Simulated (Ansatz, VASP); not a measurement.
Cd3HgTe4: VASP beside Ansatz

File INCAR:

```
SYSTEM = Cd3HgTe4
PREC = Accurate ; ENCUT = 520
EDIFF = 1E-6 ; ISMEAR = 0
SIGMA = 0.1 ; LREAL = .False.
LASPH = .True. ; NELM = 60
ALGO = Normal ; ISIF = 2
LWAVE = .False. ; LCHARG = .False.
GGA = PE ; NBANDS = 46
```

KPOINTS

```
Automatic mesh
0
Gamma
  4 4 2
  0 0 0
```

File POSCAR:

```
Cd3HgTe4
1.0
    4.3777576600      0.0000000000      0.0000000000
    0.0000000000      4.3777576600      0.0000000000
    0.0000000000      0.0000000000     12.3821685100
Cd Hg Te
3 1 4
Direct
    0.5000000000      0.5000000000      0.2500000000
    0.0000000000      0.0000000000      0.5000000000
    0.5000000000      0.5000000000      0.7500000000
    0.0000000000      0.0000000000      0.0000000000
    0.5000000000      0.0000000000      0.3750000000
    0.0000000000      0.5000000000      0.6250000000
    0.5000000000      0.0000000000      0.8750000000
    0.0000000000      0.5000000000      0.1250000000
```

Input for Ansatz:

```yaml
crystal:
  lattice:
    - [4.37775766, 0.0, 0.0]
    - [0.0, 4.37775766, 0.0]
    - [0.0, 0.0, 12.38216851]
  atoms:
    - { symbol: Cd, position: [0.5, 0.5, 0.25] }
    - { symbol: Cd, position: [0.0, 0.0, 0.5] }
    - { symbol: Cd, position: [0.5, 0.5, 0.75] }
    - { symbol: Hg, position: [0.0, 0.0, 0.0] }
    - { symbol: Te, position: [0.5, 0.0, 0.375] }
    - { symbol: Te, position: [0.0, 0.5, 0.625] }
    - { symbol: Te, position: [0.5, 0.0, 0.875] }
    - { symbol: Te, position: [0.0, 0.5, 0.125] }
basis:
  ecutwfc: 420
kpoints:
  mp_grid: { grid: [4, 4, 2] }
hamiltonian:
  xc: pbe
scf:
  occupations: { method: gaussian, width: 0.1 }
  lower_state_search: "off"
output:
  forces: true
  stress: true
  eigenvalues: true
```

Alike in both runs: task single point; functional PBE; k mesh 4 × 4 × 2; occupations gaussian, width 0.1 eV; no spin polarisation.

```csv
,VASP,Ansatz
version,VASP 6.6.1,Ansatz 0.2.0
potentials or method,"VASP PAW PBE potentials, release 64 (Cd, Hg, Te), cutoff 520 eV","scalar-relativistic, plane waves, PAW"
valence electrons in the cell,72,144
```

|  | VASP | Ansatz | Ansatz less VASP |
| --- | --- | --- | --- |
| gap on the k mesh at the Fermi level (eV) | 0.75 | 0.74 | -0.004 |
| least direct gap on the mesh (eV) | 0.75 | 0.74 | -0.004 |
| pressure (GPa) | 12.0 | 11.8 | -0.22 |
| traceless stress, the component that is largest in VASP (GPa) | -0.26 | -0.26 | +0.002 |
| rms of the force components (eV/Å) | 0.056 | 0.057 | +0.0005 |

Atom by atom the forces differ by 0.001 eV/Å (rms over components). VASP's potentials hold 72 valence electrons a cell and Ansatz's 144, so a difference there can come from the potentials and not from the codes.

Neither program's run includes spin-orbit coupling.
